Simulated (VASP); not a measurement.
SnO2:

```
CELL_PARAMETERS angstrom
-2.00007 2.00007 5.12368
2.00007 -2.00007 5.12368
2.00007 2.00007 -5.12368
ATOMIC_POSITIONS crystal
Sn 0.75000 0.25000 0.50000
Sn 0.00000 0.00000 0.00000
O 0.79652 0.79652 0.00000
O 0.95348 0.45348 0.50000
O 0.20348 0.20348 0.00000
O 0.54652 0.04652 0.50000
```

Base run:

| Item | Value |
| --- | --- |
| Program | VASP 6.6.1 |
| Functional | LDA |
| Potentials or basis | VASP PAW LDA potentials, release 64 (Sn_d, O) |
| Cutoff | 520 eV |
| k mesh | 8 × 8 × 8 |
| Occupations | fermi-dirac, width 0.02 eV |
| Spin | no spin polarisation |

Its results: band gap on the k mesh 1.52 eV, indirect (least direct gap 1.91 eV); pressure -3.0 GPa; largest force 0.158 eV/Å.

Task: The run is repeated on the same cell with these changes: functional from LDA to PBEsol; potentials or basis from VASP PAW LDA potentials, release 64 (Sn_d, O) to VASP PAW PBE potentials, release 64 (Sn_d, O). What comes out?

Result: Band gap on the k mesh 1.56 eV, indirect (least direct gap 1.94 eV); pressure 1.3 GPa; largest force 0.057 eV/Å.

Caveats: spin-orbit coupling is left out, which moves the levels of the heavy elements; the PAW data sets were made with another functional, which shifts forces and pressure a little (some runs).

A k mesh can miss the band edges.
